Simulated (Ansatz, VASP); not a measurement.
Si2W: VASP beside Ansatz

```
W Si
1.0
    -1.60690    1.60690    3.91495
     1.60690   -1.60690    3.91495
     1.60690    1.60690   -3.91495
W Si
1 2
Direct
  0.00000 0.00000 0.00000
  0.66530 0.66530 0.00000
  0.33470 0.33470 0.00000
```

Alike in both runs: functional PBEsol; k mesh 9 × 9 × 9; occupations fermi-dirac, width 0.05 eV; no spin polarisation.

|  | VASP | Ansatz |
| --- | --- | --- |
| version | VASP 6.6.1 | Ansatz 0.2.0 |
| potentials or method | VASP PAW PBE potentials, release 64 (W_sv, Si), cutoff 520 eV | all-electron LAPW, scalar-relativistic |
| task | single point | band structure |

Ansatz gave:

```
gap on the k mesh at the Fermi level (eV)                     : none
pressure (GPa)                                                : -2.0
traceless stress, the component that is largest in VASP (GPa) : 0.12
rms of the force components (eV/Å)                            : 0.006
```

**Question.** What did VASP give for the same quantities?

**Answer.** gap on the k mesh at the Fermi level (eV): none; pressure (GPa): -1.6; traceless stress, the component that is largest in VASP (GPa): 0.11; rms of the force components (eV/Å): 0.003.

VASP's potentials were made for PBE, not for PBEsol. Atom by atom the forces differ by 0.003 eV/Å (rms over components). A gap of «none» marks a metal or a gap that the smearing closes. Ansatz ran all-electron here, and VASP with PAW potentials.

Neither program's run includes spin-orbit coupling. Noted on Ansatz's run: the k mesh is thin for a metal, which can move the energy by tens of meV per atom.
